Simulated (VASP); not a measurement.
# Co (Im-3m) in VASP: single point with PBE

Aim: the single point of Co with PBE.

Everything below comes from runs of VASP 6.6.1. Logs are shortened: lines on timing, memory, paths and dates and some standing lists are left out, and cuts for length are marked.

### Step 1. The cell of the first run

Symmetry: Im-3m, No. 229, cubic system. Conventional cell: a = 2.809 Å, b = 2.809 Å, c = 2.809 Å, α = 90.00°, β = 90.00°, γ = 90.00°. Within 3.2 Å of Co (site symmetry m-3m) lie 14 Co at 2.43 to 2.81 Å.

### Step 2. Single point, PBE, collinear spin, antiferromagnetic start

The input, INCAR:

```
SYSTEM = Co
PREC = Accurate
ENCUT = 520
EDIFF = 1E-6
ISMEAR = 0
SIGMA = 0.05
LREAL = .False.
LASPH = .True.
NELM = 150
ALGO = Normal
ISIF = 2
LWAVE = .False.
LCHARG = .False.
ISPIN = 2
MAGMOM = 1.5 -1.5
LORBIT = 11
LMAXMIX = 4
GGA = PE
NBANDS = 20
```

The input, KPOINTS:

```
regular mesh
0
Gamma
  20 20 10
  0 0 0
```

The input, POSCAR:

```
Co
1.0
   -1.4047453212      1.4047453212      1.4047453212
    1.4047453212     -1.4047453212      1.4047453212
    2.8094906424      2.8094906424     -2.8094906424
Co
2
Direct
    0.0000000000      0.0000000000      0.0000000000
    0.0000000000      0.0000000000      0.5000000000
```

Potentials or basis: VASP PAW PBE potentials, release 64 (Co).

Run with:

```
$ cat potpaw_PBE.64/Co/POTCAR > POTCAR
$ mpirun -np 1 vasp_std > vasp.out
```

OUTCAR:

```text
SYSTEM = Co
   PREC = Accurate
   ENCUT = 520
   EDIFF = 1E-6
   ISMEAR = 0
   LREAL = .False.
   LASPH = .True.
   NELM = 150
   ISIF = 2
   ISPIN = 2
   LORBIT = 11
   GGA = PE

 ion  position               nearest neighbor table
   1  0.000  0.000  0.000-   2 2.43   2 2.43   2 2.43   2 2.43   2 2.81   2 2.81   2 2.81   2 2.81

   2  0.000  0.000  0.500-   1 2.43   1 2.43   1 2.43   1 2.43   1 2.81   1 2.81   1 2.81   1 2.81

  LATTYP: Found a base centered orthorhombic cell.
 ALAT       =     2.8094906424
 B/A-ratio  =     1.4142135624
 C/A-ratio  =     1.4142135624

  Lattice vectors:

 A1 = (  -1.4047453212,   1.4047453212,   1.4047453212)
 A2 = (   1.4047453212,  -1.4047453212,   1.4047453212)
 A3 = (   2.8094906424,   2.8094906424,  -0.0000000000)

Analysis of symmetry for initial positions (statically):
=====================================================================
 Subroutine PRICEL returns following result:

  LATTYP: Found a body centered cubic cell.
 ALAT       =     2.8094906424

  Lattice vectors:

 A1 = (  -1.4047453212,   1.4047453212,   1.4047453212)
 A2 = (   1.4047453212,  -1.4047453212,   1.4047453212)
 A3 = (   1.4047453212,   1.4047453212,  -1.4047453212)

   2 primitive cells build up your supercell.

 Routine SETGRP: Setting up the symmetry group for a
 base centered orthorhombic supercell.

 Subroutine GETGRP returns: Found  8 space group operations
 (whereof  8 operations were pure point group operations)
 out of a pool of  8 trial point group operations.

The static configuration has the point symmetry D_2h.

Analysis of symmetry for dynamics (positions and initial velocities):
=====================================================================
 Subroutine PRICEL returns following result:

  LATTYP: Found a body centered cubic cell.
 ALAT       =     2.8094906424

  Lattice vectors:

 A1 = (  -1.4047453212,   1.4047453212,   1.4047453212)
 A2 = (   1.4047453212,  -1.4047453212,   1.4047453212)
 A3 = (   1.4047453212,   1.4047453212,  -1.4047453212)

   2 primitive cells build up your supercell.

 Routine SETGRP: Setting up the symmetry group for a
 base centered orthorhombic supercell.

 Subroutine GETGRP returns: Found  8 space group operations
 (whereof  8 operations were pure point group operations)
 out of a pool of  8 trial point group operations.

The dynamic configuration has the point symmetry D_2h.

Analysis of structural, dynamic, and magnetic symmetry:
=====================================================================
 Subroutine PRICEL returns following result:

  LATTYP: Found a body centered cubic cell.
 ALAT       =     2.8094906424

  Lattice vectors:

 A1 = (  -1.4047453212,   1.4047453212,   1.4047453212)
 A2 = (   1.4047453212,  -1.4047453212,   1.4047453212)
 A3 = (   1.4047453212,   1.4047453212,  -1.4047453212)

   2 primitive cells build up your supercell.

 Routine SETGRP: Setting up the symmetry group for a
 base centered orthorhombic supercell.

 Subroutine GETGRP returns: Found  8 space group operations
 (whereof  8 operations were pure point group operations)
 out of a pool of  8 trial point group operations.

The overall configuration has the point symmetry D_2h.

 Subroutine INISYM returns: Found  8 space group operations
 (whereof  8 operations are pure point group operations),
 and found     2 'primitive' translations

----------------------------------------------------------------------------------------

                                     Primitive cell

  volume of cell :      11.0880

  direct lattice vectors                    reciprocal lattice vectors
    -1.404745321  1.404745321  1.404745321     0.000000000  0.355936405  0.355936405
     1.404745321 -1.404745321  1.404745321     0.355936405  0.000000000  0.355936405
     1.404745321  1.404745321 -1.404745321     0.355936405  0.355936405  0.000000000

  length of vectors
     2.433090268  2.433090268  2.433090268     0.503370092  0.503370092  0.503370092

  position of ions in fractional coordinates (direct lattice)
     0.000000000  0.000000000  0.000000000

  ion indices of the primitive-cell ions
   primitive index   ion index
                 1           1

----------------------------------------------------------------------------------------

 KPOINTS: regular mesh

Automatic generation of k-mesh.
 Grid dimensions read from file:
 generate k-points for:   20   20   10

 Generating k-lattice:

  Cartesian coordinates                     Fractional coordinates (reciprocal lattice)
     0.000000000  0.017796820  0.017796820     0.050000000  0.000000000  0.000000000
     0.017796820  0.000000000  0.017796820     0.000000000  0.050000000  0.000000000
     0.017796820  0.017796820  0.000000000     0.000000000  0.000000000  0.100000000

  Length of vectors
     0.025168505  0.025168505  0.025168505

  Shift w.r.t. Gamma in fractional coordinates (k-lattice)
     0.000000000  0.000000000  0.000000000

 Subroutine IBZKPT returns following result:
 ===========================================

 Found    616 irreducible k-points:

 Following reciprocal coordinates:
            Coordinates               Weight
  0.000000  0.000000  0.000000      1.000000
  0.050000  0.000000  0.000000      8.000000
  0.100000  0.000000  0.000000      8.000000
  0.150000  0.000000  0.000000      8.000000
  0.200000  0.000000  0.000000      8.000000
  0.250000  0.000000  0.000000      8.000000
[... 16 lines left out ...]
 -0.400000  0.050000  0.000000      8.000000
 -0.350000  0.050000  0.000000      8.000000
 [... further k-points ...]
   k-points           NKPTS =    616   k-points in BZ     NKDIM =    616   number of bands    NBANDS=     20
   number of dos      NEDOS =    301   number of ions     NIONS =      2
   total plane-waves  NPLWV =  11664
   dimension x,y,z NGX =    18 NGY =   18 NGZ =   36
   dimension x,y,z NGXF=    36 NGYF=   36 NGZF=   72
   ions per type =               2
   NGX,Y,Z   is equivalent  to a cutoff of  12.30, 12.30, 12.30 a.u.
   NGXF,Y,Z  is equivalent  to a cutoff of  24.60, 24.60, 24.60 a.u.
 SYSTEM =  Co
   PREC   = accura    normal or accurate (medium, high low for compatibility)
   ISTART =      0    job   : 0-new  1-cont  2-samecut
   ICHARG =      2    charge: 1-file 2-atom 10-const
   ISPIN  =      2    spin polarized calculation?
   LNONCOLLINEAR =      F non collinear calculations
   LSORBIT =      F    spin-orbit coupling
   LASPH  =      T    aspherical Exc in radial PAW
   ENCUT  =  520.0 eV  38.22 Ry    6.18 a.u.   4.52  4.52  9.05*2*pi/ulx,y,z
   NELM   =    150;   NELMIN=  2; NELMDL= -5     # of ELM steps
   EDIFF  = 0.1E-05   stopping-criterion for ELM
   LREAL  =      F    real-space projection
   EDIFFG = 0.1E-04   stopping-criterion for IOM
   NSW    =      0    number of steps for IOM
   IBRION =     -1    ionic relax: 0-MD 1-quasi-New 2-CG
   NFREE  =      0    steps in history (QN), initial steepest desc. (CG)
   ISIF   =      2    stress and relaxation
   ISYM   =      2    0-nonsym 1-usesym 2-fastsym
   POTIM  = 0.5000    time-step for ionic-motion
   TEBEG  =    0.0;   TEEND  =   0.0 temperature during run
   PSTRESS=    0.0 pullay stress
   NELECT =      18.0000    total number of electrons
   NUPDOWN=      -1.0000    fix difference up-down
   EMIN   =  10.00;   EMAX   =-10.00  energy-range for DOS
   EFERMI =   0.00;   METHOD = LEGACY
   ISMEAR =     0;   SIGMA  =   0.05  broadening in eV -4-tet -1-fermi 0-gaus
   EFERMI_NEDOS =   21; number of points for ismear=-14 and -15
   IALGO  =     38    algorithm
   IMIX   =      4    mixing-type and parameters
     AMIX     =   0.40;   BMIX     =  1.00
     AMIX_MAG =   1.60;   BMIX_MAG =  1.00
  volume/ion in A,a.u.               =      11.09        74.83
  Fermi-wavevector in a.u.,A,eV,Ry     =   1.527114  2.885827 31.729829  2.332077
  Thomas-Fermi vector in A             =   2.635054
   LORBIT       =     11    0 simple, 1 ext, 2 COOP (PROOUT), +10 PAW based schemes
   GGA     = PE    functional components
   LHFCALC =     F    Hartree Fock is set to
   AEXX    =    0.0000 exact exchange contribution
   IVDW    =     0    specifies the selected vdW correction
   LEPSILON=     F    determine dielectric tensor
   LRPA    =     F    only Hartree local field effects (RPA)
 spin polarized calculation
 Gauss-broadening in eV      SIGMA  =   0.05
  energy-cutoff  :      520.00
  volume of cell :       22.18
 maximum number of plane-waves:       619
   NGX =  9   NGY =  9   NGZ = 17

 number of electron      17.9999989 magnetization      -0.0000000

 number of electron      17.9999989 magnetization       0.0000000

 Free energy of the ion-electron system (eV)
  ---------------------------------------------------
  ext. energy  EPLUGINS =         0.00000000
  ---------------------------------------------------
  free energy    TOTEN  =       -13.40637740 eV

  energy without entropy =      -13.40157331  energy(sigma->0) =      -13.40397536

 E-fermi :  10.0995     XC(G=0): -13.2840

 val. band max:       10.0985727264   @ k =  -0.4500   0.1000   0.1000
 cond. band min:      10.1072102959   @ k =  -0.0500   0.1500   0.3000
 fundamental gap:      0.0086375695
 Fermi energy:        10.0994683664

 spin component 1

 k-point     1 :       0.0000    0.0000    0.0000
  band No.  band energies     occupation
      1       1.1699      1.00000
      2       5.3471      1.00000
      3       6.7432      1.00000
      4       7.8904      1.00000
      5       7.9225      1.00000
      6       8.3000      1.00000
[... 12 lines left out ...]
     19      35.3483      0.00000
[... 513 lines left out ...]
      4       7.3570      1.00000
      5       7.4938      1.00000
      6       8.3422      1.00000
[... 12 lines left out ...]
     19      34.5231      0.00000
     20      34.9711      0.00000

 [... further k-points ...]

 spin component 2

 k-point     1 :       0.0000    0.0000    0.0000
  band No.  band energies     occupation
      1       1.1699      1.00000
      2       5.3471      1.00000
      3       6.7432      1.00000
      4       7.8904      1.00000
      5       7.9225      1.00000
      6       8.3000      1.00000
[... 12 lines left out ...]
     19      35.3483      0.00000
[... 513 lines left out ...]
      4       7.3570      1.00000
      5       7.4938      1.00000
      6       8.3422      1.00000
[... 12 lines left out ...]
     19      34.5231      0.00000
     20      34.9711      0.00000

 [... further k-points ...]
[... 5 lines left out ...]
  --------------------------------------------------------------------------------------
  -------------------------------------------------------------------------------------
  Total       -0.2634838     -0.2634838     -0.2749836      1.3840587      0.0000000      0.0000000
  in kB      -19.0362655    -19.0362655    -19.8671054     99.9959290      0.0000000      0.0000000
  external PRESSURE =     -19.3132122 kB  Pullay stress =       0.0000000 kB

 VOLUME and BASIS-vectors are now :
 -----------------------------------------------------------------------------
  energy-cutoff  :      520.00
  volume of cell :       22.18
      direct lattice vectors                 reciprocal lattice vectors
    -1.404745321  1.404745321  1.404745321     0.000000000  0.355936405  0.355936405
     1.404745321 -1.404745321  1.404745321     0.355936405  0.000000000  0.355936405
     2.809490642  2.809490642 -2.809490642     0.177968203  0.177968203  0.000000000

 POSITION                                       TOTAL-FORCE (eV/Angst)
 -----------------------------------------------------------------------------------
      0.00000      0.00000      0.00000         0.000000     -0.000000     -0.000000
      1.40475      1.40475     -1.40475        -0.000000      0.000000      0.000000
 -----------------------------------------------------------------------------------
    total drift:                                0.000000      0.000000     -0.000000

  FREE ENERGIE OF THE ION-ELECTRON SYSTEM (eV)
  ---------------------------------------------------
  free  energy   TOTEN  =       -13.4063774028 eV

  energy  without entropy=      -13.4015733114  energy(sigma->0) =      -13.40397536

 total charge

# of ion       s       p       d       tot
------------------------------------------
    1        0.476   0.512   7.240   8.229
    2        0.476   0.512   7.240   8.229
--------------------------------------------------
tot          0.953   1.025  14.481  16.458

 magnetization (x)

# of ion       s       p       d       tot
------------------------------------------
    1        0.005   0.015   1.456   1.476
    2       -0.005  -0.015  -1.456  -1.476
--------------------------------------------------
tot          0.000   0.000   0.000   0.000
```

Run time: 7 min. Hardware: 1 thread of Intel Xeon Platinum 8488C (Sapphire Rapids), shared host; peak memory 0.45 GiB.

What came out:

* Free energy: -13.4064 eV
* Pressure: -1.9 GPa
* Band gap on the k mesh: zero (filled and empty bands overlap)
* Net moment: 0.00 μB per cell
* Site moments: Co +1.48, -1.48 μB
* Valence electrons inside the program's atomic spheres: Co 8.23

Stress tensor (GPa, compression positive):
```
-1.90 10.00  0.00
10.00 -1.90  0.00
 0.00  0.00 -1.99
```

Levels at points of the mesh, in eV from the Fermi level:
Spin up:
| k point | band 6 | band 7 | band 8 | band 9 | band 10 | band 11 | band 12 | band 13 |
| --- | --- | --- | --- | --- | --- | --- | --- | --- |
| (0.00, 0.00, 0.00) | -1.80 | -1.48 | -1.33 | 0.11 | 0.24 | 0.45 | 0.65 | 7.00 |
| (0.50, 0.00, 0.00) | -1.29 | -0.03 | 0.10 | 0.13 | 0.39 | 0.41 | 0.90 | 6.91 |
| (0.50, 0.50, 0.00) | -0.36 | -0.28 | 0.11 | 0.34 | 0.35 | 1.05 | 6.99 | 9.63 |
| (0.00, 0.00, 0.50) | -1.78 | -1.68 | -1.55 | -1.50 | -0.23 | 0.10 | 0.41 | 15.54 |
| (0.50, 0.00, 0.50) | -2.11 | -1.60 | -1.26 | 0.09 | 0.60 | 1.74 | 2.64 | 10.67 |
| (0.50, 0.50, 0.50) | -1.68 | -1.10 | -0.48 | -0.35 | 1.04 | 4.71 | 5.11 | 7.22 |
Spin down:
| k point | band 6 | band 7 | band 8 | band 9 | band 10 | band 11 | band 12 | band 13 |
| --- | --- | --- | --- | --- | --- | --- | --- | --- |
| (0.00, 0.00, 0.00) | -1.80 | -1.48 | -1.33 | 0.11 | 0.24 | 0.45 | 0.65 | 7.00 |
| (0.50, 0.00, 0.00) | -1.29 | -0.03 | 0.10 | 0.13 | 0.39 | 0.41 | 0.90 | 6.91 |
| (0.50, 0.50, 0.00) | -0.36 | -0.28 | 0.11 | 0.34 | 0.35 | 1.05 | 6.99 | 9.63 |
| (0.00, 0.00, 0.50) | -1.78 | -1.68 | -1.55 | -1.50 | -0.23 | 0.10 | 0.41 | 15.54 |
| (0.50, 0.00, 0.50) | -2.11 | -1.60 | -1.26 | 0.09 | 0.60 | 1.74 | 2.64 | 10.67 |
| (0.50, 0.50, 0.50) | -1.68 | -1.10 | -0.48 | -0.35 | 1.04 | 4.71 | 5.11 | 7.22 |
